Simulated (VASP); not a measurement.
# SnSe in VASP: notebook

SnSe is run at these levels: PBE; tasks: single point.

Everything below comes from runs of VASP 6.6.1. Logs are shortened: lines on timing, memory, paths and dates and some standing lists are left out, and cuts for length are marked.

## Step 1: The cell of the first run

The structure is tetragonal, space group I4/mmm (No. 139). The conventional cell has a = 4.225 Å, b = 4.225 Å, c = 6.110 Å, α = 90.00°, β = 90.00°, γ = 90.00°. Within 3.9 Å of Sn (site symmetry 4/mmm) lie 6 Se at 2.99 to 3.06 Å. Se (site symmetry 4/mmm) has 6 Sn at 2.99 to 3.06 Å within 3.9 Å.

## Step 2: Single point, PBE (z stretched by +1.5 % at fixed volume)

Input file INCAR:

```
PREC     = Accurate       # precision mode
ENCUT    = 520            # plane-wave cutoff, eV
EDIFF    = 1E-6           # SCF threshold, eV
ISMEAR   = -1             # smearing method
SIGMA    = 0.02           # smearing width, eV
LREAL    = F              # projectors in reciprocal space
LASPH    = T              # aspherical terms in the spheres
NELM     = 60             # most SCF steps
ALGO     = Normal         # electronic algorithm
ISIF     = 2              # what is computed and relaxed
LWAVE    = F              # write WAVECAR
LCHARG   = F              # write CHGCAR
GGA      = PE             # functional
NBANDS   = 17             # bands
```

Input file KPOINTS:

```
regular mesh
0
Gamma
  9 9 9
```

Input file POSCAR:

```
SnSe
1.0
    0.0000000000      2.9876758353      3.0551500000
    2.9876758353      0.0000000000      3.0551500000
    2.9876758353      2.9876758353      0.0000000000
Sn Se
1 1
Direct
    0.0000000000      0.0000000000      0.0000000000
    0.5000000000      0.5000000000      0.5000000000
```

Potentials or basis: VASP PAW PBE potentials, release 64 (Sn_d, Se).

Run with:

```console
$ cat potpaw_PBE.64/Sn_d/POTCAR potpaw_PBE.64/Se/POTCAR > POTCAR
$ mpirun -np 1 vasp_std > vasp.out
```

OUTCAR:

```text
PREC = Accurate
   ENCUT = 520
   EDIFF = 1E-6
   ISMEAR = -1
   LREAL = F
   LASPH = T
   NELM = 60
   ISIF = 2
   GGA = PE

 ion  position               nearest neighbor table
   1  0.000  0.000  0.000-   2 2.99   2 2.99   2 2.99   2 2.99   2 3.06   2 3.06
   2  0.500  0.500  0.500-   1 2.99   1 2.99   1 2.99   1 2.99   1 3.06   1 3.06

  LATTYP: Found a body centered tetragonal cell.
 ALAT       =     4.2252116863
 C/A-ratio  =     1.4461523951

  Lattice vectors:

 A1 = (  -2.9876758353,   0.0000000000,   3.0551500000)
 A2 = (   2.9876758353,   0.0000000000,   3.0551500000)
 A3 = (   0.0000000000,   2.9876758353,  -3.0551500000)

Analysis of symmetry for initial positions (statically):
=====================================================================
 Subroutine PRICEL returns:
 Original cell was already a primitive cell.

 Routine SETGRP: Setting up the symmetry group for a
 body centered tetragonal supercell.

 Subroutine GETGRP returns: Found 16 space group operations
 (whereof 16 operations were pure point group operations)
 out of a pool of 16 trial point group operations.

The static configuration has the point symmetry D_4h.

Analysis of symmetry for dynamics (positions and initial velocities):
=====================================================================
 Subroutine PRICEL returns:
 Original cell was already a primitive cell.

 Routine SETGRP: Setting up the symmetry group for a
 body centered tetragonal supercell.

 Subroutine GETGRP returns: Found 16 space group operations
 (whereof 16 operations were pure point group operations)
 out of a pool of 16 trial point group operations.

The dynamic configuration has the point symmetry D_4h.

 Subroutine INISYM returns: Found 16 space group operations
 (whereof 16 operations are pure point group operations),
 and found     1 'primitive' translations

----------------------------------------------------------------------------------------

                                     Primitive cell

  volume of cell :      54.5418

  direct lattice vectors                    reciprocal lattice vectors
     0.000000000  2.987675835  3.055150000    -0.167354167  0.167354167  0.163658086
     2.987675835  0.000000000  3.055150000     0.167354167 -0.167354167  0.163658086
     2.987675835  2.987675835  0.000000000     0.167354167  0.167354167 -0.163658086

  length of vectors
     4.273189490  4.273189490  4.225211686     0.287747812  0.287747812  0.287747812

  position of ions in fractional coordinates (direct lattice)
     0.000000000  0.000000000  0.000000000
     0.500000000  0.500000000  0.500000000

  ion indices of the primitive-cell ions
   primitive index   ion index
                 1           1
                 2           2

----------------------------------------------------------------------------------------

 KPOINTS: regular mesh

Automatic generation of k-mesh.
 Grid dimensions read from file:
 generate k-points for:    9    9    9

 Generating k-lattice:

  Cartesian coordinates                     Fractional coordinates (reciprocal lattice)
    -0.018594907  0.018594907  0.018184232     0.111111111  0.000000000  0.000000000
     0.018594907 -0.018594907  0.018184232     0.000000000  0.111111111  0.000000000
     0.018594907  0.018594907 -0.018184232     0.000000000  0.000000000  0.111111111

  Length of vectors
     0.031971979  0.031971979  0.031971979

  Shift w.r.t. Gamma in fractional coordinates (k-lattice)
     0.000000000  0.000000000  0.000000000

 Subroutine IBZKPT returns following result:
 ===========================================

 Found     75 irreducible k-points:

 Following reciprocal coordinates:
            Coordinates               Weight
  0.000000  0.000000  0.000000      1.000000
  0.111111 -0.000000  0.000000      8.000000
  0.222222  0.000000  0.000000      8.000000
  0.333333  0.000000  0.000000      8.000000
  0.444444  0.000000  0.000000      8.000000
  0.111111  0.111111  0.000000      2.000000
[... 16 lines left out ...]
 -0.333333  0.333333  0.000000      4.000000
  0.444444  0.444444  0.000000      2.000000
 [... further k-points ...]
   k-points           NKPTS =     75   k-points in BZ     NKDIM =     75   number of bands    NBANDS=     17
   number of dos      NEDOS =    301   number of ions     NIONS =      2
   total plane-waves  NPLWV =  32768
   dimension x,y,z NGX =    32 NGY =   32 NGZ =   32
   dimension x,y,z NGXF=    64 NGYF=   64 NGZF=   64
   ions per type =               1   1
   NGX,Y,Z   is equivalent  to a cutoff of  12.45, 12.45, 12.59 a.u.
   NGXF,Y,Z  is equivalent  to a cutoff of  24.90, 24.90, 25.18 a.u.
 SYSTEM =  unknown system
   PREC   = accura    normal or accurate (medium, high low for compatibility)
   ISTART =      0    job   : 0-new  1-cont  2-samecut
   ICHARG =      2    charge: 1-file 2-atom 10-const
   ISPIN  =      1    spin polarized calculation?
   LNONCOLLINEAR =      F non collinear calculations
   LSORBIT =      F    spin-orbit coupling
   LASPH  =      T    aspherical Exc in radial PAW
   ENCUT  =  520.0 eV  38.22 Ry    6.18 a.u.   7.95  7.95  7.86*2*pi/ulx,y,z
   NELM   =     60;   NELMIN=  2; NELMDL= -5     # of ELM steps
   EDIFF  = 0.1E-05   stopping-criterion for ELM
   LREAL  =      F    real-space projection
   EDIFFG = 0.1E-04   stopping-criterion for IOM
   NSW    =      0    number of steps for IOM
   IBRION =     -1    ionic relax: 0-MD 1-quasi-New 2-CG
   NFREE  =      0    steps in history (QN), initial steepest desc. (CG)
   ISIF   =      2    stress and relaxation
   ISYM   =      2    0-nonsym 1-usesym 2-fastsym
   POTIM  = 0.5000    time-step for ionic-motion
   TEBEG  =    0.0;   TEEND  =   0.0 temperature during run
   PSTRESS=    0.0 pullay stress
   NELECT =      20.0000    total number of electrons
   NUPDOWN=      -1.0000    fix difference up-down
   EMIN   =  10.00;   EMAX   =-10.00  energy-range for DOS
   EFERMI =   0.00;   METHOD = LEGACY
   ISMEAR =    -1;   SIGMA  =   0.02  broadening in eV -4-tet -1-fermi 0-gaus
   EFERMI_NEDOS =   21; number of points for ismear=-14 and -15
   IALGO  =     38    algorithm
   IMIX   =      4    mixing-type and parameters
     AMIX     =   0.40;   BMIX     =  1.00
     AMIX_MAG =   1.60;   BMIX_MAG =  1.00
  volume/ion in A,a.u.               =      27.27       184.03
  Fermi-wavevector in a.u.,A,eV,Ry     =   1.171768  2.214321 18.681350  1.373040
  Thomas-Fermi vector in A             =   2.308207
   LORBIT       =      0    0 simple, 1 ext, 2 COOP (PROOUT), +10 PAW based schemes
   GGA     = PE    functional components
   LHFCALC =     F    Hartree Fock is set to
   AEXX    =    0.0000 exact exchange contribution
   IVDW    =     0    specifies the selected vdW correction
   LEPSILON=     F    determine dielectric tensor
   LRPA    =     F    only Hartree local field effects (RPA)
 non-spin polarized calculation
  energy-cutoff  :      520.00
  volume of cell :       54.54
 maximum number of plane-waves:      1488
   NGX = 15   NGY = 15   NGZ = 15

 number of electron      20.0000004 magnetization

 Free energy of the ion-electron system (eV)
  ---------------------------------------------------
  ext. energy  EPLUGINS =         0.00000000
  ---------------------------------------------------
  free energy    TOTEN  =        -8.20744143 eV

  energy without entropy =       -8.20744139  energy(sigma->0) =       -8.20744141

 E-fermi :   5.8565     XC(G=0):  -9.5968

 val. band max:        5.6029961991   @ k =  -0.3333   0.1111   0.0000
 cond. band min:       6.1242851125   @ k =  -0.3333  -0.0000   0.1111
 fundamental gap:      0.5212889134
 Fermi energy:         5.8564522482

 k-point     1 :       0.0000    0.0000    0.0000
  band No.  band energies     occupation
      1     -16.0192      2.00000
      2     -16.0181      2.00000
      3     -16.0181      2.00000
      4     -16.0109      2.00000
      5     -16.0080      2.00000
      6      -8.2769      2.00000
[... 9 lines left out ...]
     16      11.5130      0.00000
     17      13.5083      0.00000

 k-point     2 :       0.1111   -0.0000    0.0000
  band No.  band energies     occupation
      1     -16.0198      2.00000
      2     -16.0175      2.00000
      3     -16.0172      2.00000
      4     -16.0099      2.00000
      5     -16.0085      2.00000
      6      -8.1902      2.00000
[... 9 lines left out ...]
     16      11.7998      0.00000
     17      14.3077      0.00000

 k-point     3 :       0.2222    0.0000    0.0000
  band No.  band energies     occupation
      1     -16.0216      2.00000
      2     -16.0162      2.00000
      3     -16.0162      2.00000
      4     -16.0085      2.00000
      5     -16.0067      2.00000
      6      -7.9505      2.00000
[... 9 lines left out ...]
     16      12.5465      0.00000
     17      16.0430      0.00000

 k-point     4 :       0.3333    0.0000    0.0000
  band No.  band energies     occupation
      1     -16.0239      2.00000
      2     -16.0174      2.00000
      3     -16.0150      2.00000
      4     -16.0061      2.00000
      5     -16.0025      2.00000
      6      -7.6309      2.00000
[... 9 lines left out ...]
     16      13.7284      0.00000
     17      17.3716      0.00000
[... 343 lines left out ...]
      1     -16.0385      2.00000
      2     -16.0113      2.00000
      3     -16.0067      2.00000
      4     -16.0055      2.00000
      5     -16.0028      2.00000
      6      -7.1338      2.00000
[... 9 lines left out ...]
     16      16.0953      0.00000
     17      17.8817      0.00000

 k-point    23 :      -0.3333    0.3333    0.0000
  band No.  band energies     occupation
      1     -16.0337      2.00000
      2     -16.0094      2.00000
      3     -16.0089      2.00000
      4     -16.0061      2.00000
      5     -16.0054      2.00000
      6      -7.1373      2.00000
[... 9 lines left out ...]
     16      14.7801      0.00000
     17      16.8126      0.00000

 k-point    24 :       0.4444    0.4444    0.0000
  band No.  band energies     occupation
      1     -16.0445      2.00000
      2     -16.0167      2.00000
      3     -16.0020      2.00000
      4     -16.0020      2.00000
      5     -16.0014      2.00000
      6      -7.1681      2.00000
[... 9 lines left out ...]
     16      17.3036      0.00000
     17      18.2366      0.00000

 [... further k-points ...]
[... 5 lines left out ...]
  --------------------------------------------------------------------------------------
  -------------------------------------------------------------------------------------
  Total        0.6662923      0.6662923     -0.2264526      0.0000000      0.0000000      0.0000000
  in kB       19.5724809     19.5724809     -6.6520938      0.0000000      0.0000000      0.0000000
  external PRESSURE =      10.8309560 kB  Pullay stress =       0.0000000 kB

 VOLUME and BASIS-vectors are now :
 -----------------------------------------------------------------------------
  energy-cutoff  :      520.00
  volume of cell :       54.54
      direct lattice vectors                 reciprocal lattice vectors
     0.000000000  2.987675835  3.055150000    -0.167354167  0.167354167  0.163658086
     2.987675835  0.000000000  3.055150000     0.167354167 -0.167354167  0.163658086
     2.987675835  2.987675835  0.000000000     0.167354167  0.167354167 -0.163658086

 POSITION                                       TOTAL-FORCE (eV/Angst)
 -----------------------------------------------------------------------------------
      0.00000      0.00000      0.00000        -0.000000     -0.000000      0.000000
      2.98768      2.98768      3.05515         0.000000      0.000000      0.000000
 -----------------------------------------------------------------------------------
    total drift:                                0.000000     -0.000000     -0.000000

  FREE ENERGIE OF THE ION-ELECTRON SYSTEM (eV)
  ---------------------------------------------------
  free  energy   TOTEN  =        -8.2074414331 eV

  energy  without entropy=       -8.2074413939  energy(sigma->0) =       -8.20744141
```

Run time: 61 s. Hardware: 1 thread of Intel Xeon Platinum 8488C (Sapphire Rapids), shared host; peak memory 0.22 GiB.

Results:

```
Free energy            : -8.2074 eV
Pressure               : 1.1 GPa
Band gap on the k mesh : 0.52 eV, indirect (least direct gap 0.57 eV)
```

Stress tensor (GPa, compression positive):
```
 1.96  0.00  0.00
 0.00  1.96  0.00
 0.00  0.00 -0.67
```

Levels at points of the mesh, in eV from the valence-band top:
| k point | band 6 | band 7 | band 8 | band 9 | band 10 | band 11 | band 12 | band 13 | band 14 | band 15 |
| --- | --- | --- | --- | --- | --- | --- | --- | --- | --- | --- |
| (0.00, 0.00, 0.00) | -13.88 | -5.08 | -2.27 | -2.27 | -2.06 | 3.96 | 4.48 | 4.48 | 5.74 | 5.91 |

Caveat: spin-orbit coupling is left out, which moves the levels of the heavy elements. A k mesh can miss the band edges.

(Continued in part 2 of 2.)
